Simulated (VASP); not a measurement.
## CuO: relaxation of shape and atoms at fixed volume with PBE

The system is CuO.

```
CELL_PARAMETERS angstrom
2.16097 -2.16618 0.16940
2.16097 2.16618 0.16940
-0.41053 0.00000 5.23048
ATOMIC_POSITIONS crystal
Cu 0.00000 0.50000 0.00000
Cu 0.50000 0.00000 0.50000
O 0.50003 0.49997 0.25000
O 0.49997 0.50003 0.75000
```

| Item | Value |
| --- | --- |
| Program | VASP 6.6.1 |
| Task | relaxation of shape and atoms at fixed volume |
| Functional | PBE |
| Potentials or basis | VASP PAW PBE potentials, release 64 (Cu, O) |
| Cutoff | 600 eV |
| k mesh | 14 × 14 × 8 |
| Occupations | gaussian, width 0.1 eV |
| Spin | no spin polarisation |
| Dipole correction | no |
| Further INCAR settings | ALGO = Fast; EDIFF = 1e-06; IBRION = 2; EDIFFG = -0.01; NSW = 50; ISIF = 4 |

* Energy gained by relaxing: 0.4 meV/atom
* Ionic steps: 3
* Pressure after relaxing: -10.4 GPa
* Band gap on the k mesh: zero (bands 17 and 18 overlap by 1.19 eV)

Stress tensor (GPa, compression positive):
```
-10.36   0.00   0.01
  0.00 -10.35   0.00
  0.01   0.00 -10.43
```

Step by step:
| step | energy change (eV) | largest force (eV/Å) | pressure (GPa) | volume (Å³) |
| --- | --- | --- | --- | --- |
| 1 | 0.0000 | 0.0002 | -10.60 | 49.27 |
| 2 | -0.0011 | 0.0002 | -10.42 | 49.27 |
| 3 | -0.0015 | 0.0001 | -10.38 | 49.27 |

Final structure:
```
Cu O
1.0
     2.16765   -2.17314    0.16995
     2.16765    2.17314    0.16995
    -0.40791    0.00000    5.19767
Cu O
2 2
Direct
  0.00000 0.50000 0.00000
  0.50000 0.00000 0.50000
  0.50002 0.49998 0.25000
  0.49998 0.50002 0.75000
```

Levels at points of the mesh, in eV from the Fermi level:
| k point | band 13 | band 14 | band 15 | band 16 | band 17 | band 18 | band 19 | band 20 | band 21 |
| --- | --- | --- | --- | --- | --- | --- | --- | --- | --- |
| (0.00, 0.00, 0.00) | -2.12 | -2.04 | -1.89 | -1.63 | 0.62 | 0.62 | 1.16 | 5.94 | 6.90 |
| (0.50, 0.00, 0.00) | -2.10 | -1.66 | -1.42 | -1.34 | 0.19 | 0.45 | 4.06 | 5.45 | 5.90 |
| (0.50, 0.50, 0.00) | -2.15 | -2.10 | -1.57 | -1.13 | -1.13 | 0.98 | 2.39 | 7.25 | 9.11 |
| (0.00, 0.00, 0.50) | -1.98 | -1.98 | -1.41 | -1.41 | 0.13 | 0.13 | 3.20 | 3.20 | 11.26 |
| (0.50, 0.00, 0.50) | -2.15 | -2.08 | -1.82 | -1.67 | -0.27 | 0.62 | 4.44 | 5.53 | 7.76 |
| (0.50, 0.50, 0.50) | -1.63 | -1.63 | -1.32 | -1.32 | -0.57 | -0.57 | 4.14 | 4.14 | 9.42 |

It took 8.7 min on 1 thread of Oxide Virtual Turin-like Processor, on a shared host, peak memory 0.52 GiB.

Caveat: semilocal functionals often make such compounds metallic where correlation or magnetic order opens a gap, which also shifts bond lengths. With open d or f shells a metallic result of PBE can be an artefact of self-interaction; +U or a hybrid may open a gap.
